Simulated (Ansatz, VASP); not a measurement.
**One calculation of Zn2SnO3, two programs**

```
Zn Sn O
1.0
     3.74448    0.00000    0.00000
    -1.87224    3.24281    0.00000
     0.00000    0.00000    8.55649
Zn Sn O
2 1 3
Direct
  0.33333 0.66667 0.00000
  0.66667 0.33333 0.00000
  0.00000 0.00000 0.50000
  0.00000 0.00000 0.00000
  0.00000 0.00000 0.28090
  0.00000 0.00000 0.71910
```

Alike in both runs: task relaxation of cell and atoms; functional PBE; k mesh 6 × 6 × 2; occupations gaussian, width 0.1 eV; no spin polarisation.

|  | VASP | Ansatz |
| --- | --- | --- |
| version | VASP 6.6.1 | Ansatz 0.2.0 |
| potentials or method | VASP PAW PBE potentials, release 64 (Zn, Sn_d, O), cutoff 600 eV | scalar-relativistic, plane waves, PAW |
| valence electrons in the cell | 56 | 56 |

|  | VASP | Ansatz | Ansatz less VASP |
| --- | --- | --- | --- |
| gap on the k mesh at the Fermi level, each at its own relaxed structure (eV) | none | none | - |
| relaxed volume (Å³/atom) | 22.42 | 22.41 | -0.015 |
| relaxed cell length with the largest relative difference (Å) | 9.361 | 9.358 | -0.0030 |

A gap of «none» marks a metal or a gap that the smearing closes.

The k mesh is coarse, so the values compare programs but aren't converged. Noted on VASP's run: the volume moved by over 15 % at a fixed basis, so the end points are rough.
